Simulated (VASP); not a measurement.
# MoS2 (C2/m) in VASP: further runs

The runs below take MoS2 through single point, with PBEsol+D3(BJ).

Everything below comes from runs of VASP 6.6.1. Logs are shortened: lines on timing, memory, paths and dates and some standing lists are left out, and cuts for length are marked.

**1. The cell of the first run**

The structure is monoclinic, space group C2/m (No. 12). Conventional cell: a = 5.334 Å, b = 3.080 Å, c = 17.813 Å, α = 90.00°, β = 95.15°, γ = 90.00°. Mo (site symmetry m) has 6 S at 2.40 Å and 6 Mo at 3.08 Å within 3.2 Å. Mo (site symmetry 2/m) has 6 S at 2.40 Å and 6 Mo at 3.08 Å within 3.2 Å. S (site symmetry m) has 3 Mo at 2.40 Å and 7 S at 2.93 to 3.08 Å within 3.2 Å. Within 3.2 Å of S (site symmetry m) lie 3 Mo at 2.40 Å and 9 S at 3.08 to 3.13 Å. S (site symmetry m) has 3 Mo at 2.40 Å and 9 S at 3.08 to 3.13 Å within 3.2 Å.

**2. Single point, PBEsol+D3(BJ) (the part above a cut slid along it)**

The input, INCAR:

```
PREC = Accurate
ENCUT = 520
EDIFF = 1E-6
ISMEAR = 0
SIGMA = 0.15
LREAL = False
LASPH = True
NELM = 100
ALGO = Fast
ISIF = 2
LWAVE = False
LCHARG = True
GGA = PS
IVDW = 12
LELF = True
LVHAR = True
NBANDS = 49
```

The input, KPOINTS:

```
Automatic mesh
0
Gamma
  14 14 3
```

The input, POSCAR:

```
MoS2
1.0
   -3.0798097231      0.0000000000      0.0000000000
   -1.5399048616     -2.6671934590      0.0000000000
   -3.2338002093     -1.8670354213     17.7411508765
Mo S
3 6
Direct
    0.5523244899      0.5523244899      0.1633459667
    0.4281976244     -0.5718023756      0.8168605366
   -0.0097389428     -0.0097389428      0.4901032517
    0.0313497611      0.0313497611      0.9075955793
    0.5934131939     -0.4065868061      0.5808382944
    0.1554766267      0.1554766267      0.2540810095
    0.3871089204      0.3871089204      0.3993682090
    0.9491723532     -0.0508276468      0.0726109240
   -0.1749545124     -0.1749545124      0.7261254939
```

Potentials or basis: VASP PAW PBE potentials, release 64 (Mo_sv, S).

Launch:

```
> cat potpaw_PBE.64/Mo_sv/POTCAR potpaw_PBE.64/S/POTCAR > POTCAR
> mpirun -np 1 vasp_std > vasp.out
```

OUTCAR:

```text
PREC = Accurate
   ENCUT = 520
   EDIFF = 1E-6
   ISMEAR = 0
   LREAL = False
   LASPH = True
   NELM = 100
   ISIF = 2
   GGA = PS
   IVDW = 12
 IVDW          = 12

 ion  position               nearest neighbor table
   1  0.552  0.552  0.163-   8 2.40   8 2.40   8 2.40   6 2.40   6 2.40   6 2.40
   2  0.428  0.428  0.817-   4 2.40   4 2.40   9 2.40   9 2.40   9 2.40   4 2.40
   3  0.990  0.990  0.490-   5 2.40   5 2.40   7 2.40   7 2.40   7 2.40   5 2.40
   4  0.031  0.031  0.908-   2 2.40   2 2.40   2 2.40
   5  0.593  0.593  0.581-   3 2.40   3 2.40   3 2.40
   6  0.155  0.155  0.254-   1 2.40   1 2.40   1 2.40
   7  0.387  0.387  0.399-   3 2.40   3 2.40   3 2.40
   8  0.949  0.949  0.073-   1 2.40   1 2.40   1 2.40
   9  0.825  0.825  0.726-   2 2.40   2 2.40   2 2.40

  LATTYP: Found a base centered monoclinic cell.
 ALAT       =     5.3343869181
 B/A-ratio  =     0.5773502692
 C/A-ratio  =     3.3393119166
 COS(beta)  =    -0.0898388673

  Lattice vectors:

 A1 = (  -3.0798097231,   0.0000000000,   0.0000000000)
 A2 = (  -1.5399048616,  -2.6671934590,   0.0000000000)
 A3 = (   1.3859143754,   0.8001580377,  17.7411508765)

Analysis of symmetry for initial positions (statically):
=====================================================================
 Subroutine PRICEL returns:
 Original cell was already a primitive cell.

 Routine SETGRP: Setting up the symmetry group for a
 base centered monoclinic supercell.

 Subroutine GETGRP returns: Found  4 space group operations
 (whereof  2 operations were pure point group operations)
 out of a pool of  4 trial point group operations.

The static configuration has the point symmetry C_1h.
 The point group associated with its full space group is C_2h.

Analysis of symmetry for dynamics (positions and initial velocities):
=====================================================================
 Subroutine PRICEL returns:
 Original cell was already a primitive cell.

 Routine SETGRP: Setting up the symmetry group for a
 base centered monoclinic supercell.

 Subroutine GETGRP returns: Found  4 space group operations
 (whereof  2 operations were pure point group operations)
 out of a pool of  4 trial point group operations.

The dynamic configuration has the point symmetry C_1h.
 The point group associated with its full space group is C_2h.

 Subroutine INISYM returns: Found  4 space group operations
 (whereof  2 operations are pure point group operations),
 and found     1 'primitive' translations

----------------------------------------------------------------------------------------

                                     Primitive cell

  volume of cell :     145.7338

  direct lattice vectors                    reciprocal lattice vectors
    -3.079809723  0.000000000  0.000000000    -0.324695384  0.187462967 -0.039456290
    -1.539904862 -2.667193459  0.000000000     0.000000000 -0.374925934 -0.039456290
    -3.233800209 -1.867035421 17.741150877     0.000000000  0.000000000  0.056366129

  length of vectors
     3.079809723  3.079809723 18.129857128     0.376996360  0.376996360  0.056366129

  position of ions in fractional coordinates (direct lattice)
     0.552324490  0.552324490  0.163345967
     0.428197624  0.428197624  0.816860537
     0.990261057  0.990261057  0.490103252
     0.031349761  0.031349761  0.907595579
     0.593413194  0.593413194  0.580838294
     0.155476627  0.155476627  0.254081009
     0.387108920  0.387108920  0.399368209
     0.949172353  0.949172353  0.072610924
     0.825045488  0.825045488  0.726125494

  ion indices of the primitive-cell ions
   primitive index   ion index
                 1           1
                 2           2
                 3           3
                 4           4
                 5           5
                 6           6
                 7           7
                 8           8
                 9           9

----------------------------------------------------------------------------------------

 KPOINTS: Automatic mesh

Automatic generation of k-mesh.
 Grid dimensions read from file:
 generate k-points for:   14   14    3

 Generating k-lattice:

  Cartesian coordinates                     Fractional coordinates (reciprocal lattice)
    -0.023192527  0.013390212 -0.002818306     0.071428571  0.000000000  0.000000000
     0.000000000 -0.026780424 -0.002818306     0.000000000  0.071428571  0.000000000
     0.000000000  0.000000000  0.018788710     0.000000000  0.000000000  0.333333333

  Length of vectors
     0.026928311  0.026928311  0.018788710

  Shift w.r.t. Gamma in fractional coordinates (k-lattice)
     0.000000000  0.000000000  0.000000000

 Subroutine IBZKPT returns following result:
 ===========================================

 Found    162 irreducible k-points:

 Following reciprocal coordinates:
            Coordinates               Weight
  0.000000  0.000000  0.000000      1.000000
  0.071429  0.000000  0.000000      4.000000
  0.142857  0.000000  0.000000      4.000000
  0.214286 -0.000000  0.000000      4.000000
  0.285714  0.000000 -0.000000      4.000000
  0.357143  0.000000  0.000000      4.000000
[... 16 lines left out ...]
  0.214286  0.142857  0.000000      4.000000
  0.285714  0.142857  0.000000      4.000000
 [... further k-points ...]
   k-points           NKPTS =    162   k-points in BZ     NKDIM =    162   number of bands    NBANDS=     49
   number of dos      NEDOS =    301   number of ions     NIONS =      9
   total plane-waves  NPLWV =  80640
   dimension x,y,z NGX =    24 NGY =   24 NGZ =  140
   dimension x,y,z NGXF=    48 NGYF=   48 NGZF=  280
   ions per type =               3   6
   NGX,Y,Z   is equivalent  to a cutoff of  12.96, 12.96, 12.84 a.u.
   NGXF,Y,Z  is equivalent  to a cutoff of  25.91, 25.91, 25.68 a.u.
 SYSTEM =  unknown system
   PREC   = accura    normal or accurate (medium, high low for compatibility)
   ISTART =      0    job   : 0-new  1-cont  2-samecut
   ICHARG =      2    charge: 1-file 2-atom 10-const
   ISPIN  =      1    spin polarized calculation?
   LNONCOLLINEAR =      F non collinear calculations
   LSORBIT =      F    spin-orbit coupling
   LASPH  =      T    aspherical Exc in radial PAW
   ENCUT  =  520.0 eV  38.22 Ry    6.18 a.u.   5.73  5.73 33.71*2*pi/ulx,y,z
   NELM   =    100;   NELMIN=  2; NELMDL= -5     # of ELM steps
   EDIFF  = 0.1E-05   stopping-criterion for ELM
   LREAL  =      F    real-space projection
   EDIFFG = 0.1E-04   stopping-criterion for IOM
   NSW    =      0    number of steps for IOM
   IBRION =     -1    ionic relax: 0-MD 1-quasi-New 2-CG
   NFREE  =      0    steps in history (QN), initial steepest desc. (CG)
   ISIF   =      2    stress and relaxation
   ISYM   =      2    0-nonsym 1-usesym 2-fastsym
   POTIM  = 0.5000    time-step for ionic-motion
   TEBEG  =    0.0;   TEEND  =   0.0 temperature during run
   PSTRESS=    0.0 pullay stress
   NELECT =      78.0000    total number of electrons
   NUPDOWN=      -1.0000    fix difference up-down
   EMIN   =  10.00;   EMAX   =-10.00  energy-range for DOS
   EFERMI =   0.00;   METHOD = LEGACY
   ISMEAR =     0;   SIGMA  =   0.15  broadening in eV -4-tet -1-fermi 0-gaus
   EFERMI_NEDOS =   21; number of points for ismear=-14 and -15
   IALGO  =     68    algorithm
   IMIX   =      4    mixing-type and parameters
     AMIX     =   0.40;   BMIX     =  1.00
     AMIX_MAG =   1.60;   BMIX_MAG =  1.00
  volume/ion in A,a.u.               =      16.19       109.27
  Fermi-wavevector in a.u.,A,eV,Ry     =   1.329188  2.511800 24.037955  1.766740
  Thomas-Fermi vector in A             =   2.458369
   LORBIT       =      0    0 simple, 1 ext, 2 COOP (PROOUT), +10 PAW based schemes
   GGA     = PS    functional components
   LHFCALC =     F    Hartree Fock is set to
   AEXX    =    0.0000 exact exchange contribution
   IVDW    =    12    specifies the selected vdW correction
   LEPSILON=     F    determine dielectric tensor
   LRPA    =     F    only Hartree local field effects (RPA)
 non-spin polarized calculation
 RMM-DIIS sequential band-by-band and
 Gauss-broadening in eV      SIGMA  =   0.15
  energy-cutoff  :      520.00
  volume of cell :      145.73
 maximum number of plane-waves:      3958
   NGX = 11   NGY = 11   NGZ = 67

 number of electron      78.0000001 magnetization

 Free energy of the ion-electron system (eV)
  ---------------------------------------------------
  ext. energy  EPLUGINS =         0.00000000
  ---------------------------------------------------
  free energy    TOTEN  =       -67.65559707 eV

  energy without entropy =      -67.63315500  energy(sigma->0) =      -67.64437603

 E-fermi :   8.8945     XC(G=0): -11.6023

 val. band max:        8.8895571495   @ k =   0.0000   0.0000   0.0000
 cond. band min:       8.8969194561   @ k =  -0.2857   0.2857   0.3333
 fundamental gap:      0.0073623066
 Fermi energy:         8.8944940530

 k-point     1 :       0.0000    0.0000    0.0000
  band No.  band energies     occupation
      1     -52.6517      2.00000
      2     -52.6517      2.00000
      3     -52.5951      2.00000
      4     -26.8420      2.00000
      5     -26.8420      2.00000
      6     -26.7760      2.00000
[... 41 lines left out ...]
     48      12.2616      0.00000
     49      12.3313      0.00000

 k-point     2 :       0.0714    0.0000    0.0000
  band No.  band energies     occupation
      1     -52.6488      2.00000
      2     -52.6488      2.00000
      3     -52.5923      2.00000
      4     -26.8368      2.00000
      5     -26.8367      2.00000
      6     -26.7707      2.00000
[... 41 lines left out ...]
     48      12.1649      0.00000
     49      12.2295      0.00000

 k-point     3 :       0.1429    0.0000    0.0000
  band No.  band energies     occupation
      1     -52.6408      2.00000
      2     -52.6408      2.00000
      3     -52.5843      2.00000
      4     -26.8222      2.00000
      5     -26.8221      2.00000
      6     -26.7561      2.00000
[... 1081 lines left out ...]
     48      11.8633      0.00000
     49      12.1868      0.00000

 k-point    24 :       0.2857    0.1429    0.0000
  band No.  band energies     occupation
      1     -52.6231      2.00000
      2     -52.6231      2.00000
      3     -52.5665      2.00000
      4     -26.8253      2.00000
      5     -26.8253      2.00000
      6     -26.7899      2.00000
[... 41 lines left out ...]
     48      11.7818      0.00000
     49      12.2749      0.00000

 [... further k-points ...]

------------------------ aborting loop because EDIFF is reached ----------------------------------------

 Edisp (eV)   -3.65613

 E8    (eV) :    -2.2971

  FORCE on cell =-STRESS in cart. coord.  units (eV):
  Direction    XX          YY          ZZ          XY          YZ          ZX
  --------------------------------------------------------------------------------------
  -------------------------------------------------------------------------------------
  Total       0.12606     0.17585     1.02051    -0.04312    -0.12758    -0.22097
  in kB       1.38589     1.93323    11.21934    -0.47401    -1.40258    -2.42934
  external pressure =        4.85 kB  Pullay stress =        0.00 kB

 VOLUME and BASIS-vectors are now :
 -----------------------------------------------------------------------------
  energy-cutoff  :      520.00
  volume of cell :      145.73
      direct lattice vectors                 reciprocal lattice vectors
    -3.079809723  0.000000000  0.000000000    -0.324695384  0.187462967 -0.039456290
    -1.539904862 -2.667193459  0.000000000     0.000000000 -0.374925934 -0.039456290
    -3.233800209 -1.867035421 17.741150877     0.000000000  0.000000000  0.056366129

 POSITION                                       TOTAL-FORCE (eV/Angst)
 -----------------------------------------------------------------------------------
     -3.07981     -1.77813      2.89795        -0.027909     -0.016113     -0.126970
     -4.61971     -2.66719     14.49205         0.027909      0.016113      0.126970
     -6.15962     -3.55626      8.69500        -0.000000     -0.000000      0.000000
     -3.07981     -1.77813     16.10179         0.029330      0.016933     -0.398323
     -4.61971     -2.66719     10.30474         0.000312      0.000180      0.010206
     -1.53990     -0.88906      4.50769         0.003774      0.002179      0.078683
     -3.07981     -1.77813      7.08525        -0.000312     -0.000180     -0.010206
     -4.61971     -2.66719      1.28820        -0.029330     -0.016933      0.398323
     -6.15962     -3.55626     12.88230        -0.003774     -0.002179     -0.078683
 -----------------------------------------------------------------------------------
    total drift:                               -0.000013     -0.000007     -0.000041

  FREE ENERGIE OF THE ION-ELECTRON SYSTEM (eV)
  ---------------------------------------------------
  free  energy   TOTEN  =       -71.3117224114 eV

  energy  without entropy=      -71.2892803432  energy(sigma->0) =      -71.30050138
```

It took 42 min on 1 thread of Oxide Virtual Turin-like, shared host; peak memory 0.85 GiB.

Results:

| Property | Result |
| --- | --- |
| Free energy | -71.3117 eV |
| Pressure | 0.5 GPa |
| Largest force | 0.400 eV/Å |
| Band gap on the k mesh | zero (bands 39 and 40 overlap by 0.53 eV) |
| Dispersion energy per atom | -0.406 eV |

Forces in eV/Å, atoms in the order of the input:
```
Mo  -0.028 -0.016 -0.127
Mo   0.028  0.016  0.127
Mo   0.000  0.000  0.000
S    0.029  0.017 -0.398
S    0.000  0.000  0.010
S    0.004  0.002  0.079
S    0.000  0.000 -0.010
S   -0.029 -0.017  0.398
S   -0.004 -0.002 -0.079
```

Caveat: the cell differs from its parent crystal (the part above a cut slid along it); the PAW data sets were made with another functional, which shifts forces and pressure a little.

[end of part 1 of 2]
